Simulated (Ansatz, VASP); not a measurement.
Bi: VASP beside Ansatz

```
CELL_PARAMETERS angstrom
-4.24093 4.24093 1.45612
4.24093 -4.24093 1.45612
4.24093 4.24093 -1.45612
ATOMIC_POSITIONS crystal
Bi 0.00000 0.00000 0.00000
```

Alike in both runs: task single point; functional LDA; k mesh 6 × 6 × 6; no spin polarisation.

|  | VASP | Ansatz |
| --- | --- | --- |
| version | VASP 6.6.1 | Ansatz 0.2.0 |
| potentials or method | VASP PAW LDA potentials, release 64 (Bi_d) | plane waves, PAW |
| plane-wave cutoff (eV) | 520 | 420 |
| occupations | methfessel-paxton of order 1, width 0.1 eV | cold, width 0.1 eV |
| valence electrons in the cell | 15 | 15 |

VASP gave:

```
pressure (GPa)                                                : -0.2
traceless stress, the component that is largest in VASP (GPa) : -0.06
```

Q: Which values does Ansatz return?

A: Pressure (GPa): -0.1; traceless stress, the component that is largest in VASP (GPa): -0.01.

LDA's correlation is that of Perdew and Zunger in VASP and of Perdew and Wang (1992) in Ansatz.

The k mesh is coarse, so the values compare programs but aren't converged. Neither program's run includes spin-orbit coupling.
